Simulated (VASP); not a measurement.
The system is Ag.

```
Ag
1.0
     0.00000    2.04283    2.04283
     2.04283    0.00000    2.04283
     2.04283    2.04283    0.00000
Ag
1
Direct
  0.00000 0.00000 0.00000
```

* Program: VASP 6.6.1
* Task: relaxation of cell and atoms
* Functional: LDA
* Potentials or basis: VASP PAW LDA potentials, release 64 (Ag)
* Cutoff: 600 eV
* k mesh: 18 × 18 × 18
* Occupations: fermi-dirac, width 0.08 eV
* Spin: no spin polarisation

At the start: pressure -7.1 GPa; volume 17.05 Å³/atom.

Task: How do energy, volume and symmetry change on relaxing?

Result: Over 6 steps the energy falls by 24.1 meV/atom and the volume is 16.04 Å³/atom (-5.9 %); space group Fm-3m (No. 225, to 0.1 Å) before and after.

Step by step:
```tsv
step	energy change (eV)	largest force (eV/Å)	pressure (GPa)	volume (Å³)
1	0.0000	0.0000	-7.14	17.05
2	-0.0049	0.0000	8.18	15.24
3	-0.0241	0.0000	-0.06	16.05
4	-0.0241	0.0000	0.10	16.03
5	-0.0241	0.0000	-0.07	16.05
6	-0.0241	0.0000	-0.02	16.04
```

Final structure:
```
Ag
1.0
     0.00000    2.00167    2.00167
     2.00167    0.00000    2.00167
     2.00167    2.00167    0.00000
Ag
1
Direct
  0.00000 0.00000 0.00000
```
